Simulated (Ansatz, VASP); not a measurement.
# CdCo2 in VASP and in Ansatz

```
CELL_PARAMETERS angstrom
4.17563 0.00000 0.00000
-2.08781 3.61620 0.00000
0.00000 0.00000 2.82178
ATOMIC_POSITIONS crystal
Cd 0.00000 0.00000 0.00000
Co 0.33333 0.66667 0.50000
Co 0.66667 0.33333 0.50000
```

Alike in both runs: functional PBE; k mesh 6 × 6 × 6; occupations gaussian, width 0.1 eV; collinear spin.

Ansatz relaxed the structure, and its values are those at the end. VASP's run is a single point on that final structure, the one shown.

```csv
,VASP,Ansatz
version,VASP 6.6.1,Ansatz 0.2.0
potentials or method,"VASP PAW PBE potentials, release 64 (Cd, Co), cutoff 520 eV","scalar-relativistic, plane waves, PAW"
valence electrons in the cell,30,54
```

```csv
,VASP,Ansatz,Ansatz less VASP
gap on the k mesh at the Fermi level (eV),none,none,-
pressure (GPa),0.4,0.1,-0.35
net moment per atom (μB),1.18,1.19,+0.007
size of the moment on the site where the two differ most (μB),1.79,1.81,+0.020
```

Site moments also hang on the region over which each program counts them. A gap of «none» marks a metal or a gap that the smearing closes. The functional is the same, so the differences come from potentials, cutoffs and numerics. VASP's potentials hold 30 valence electrons a cell and Ansatz's 54, so a difference there can come from the potentials and not from the codes.

The k mesh is coarse, so the values compare programs but aren't converged.
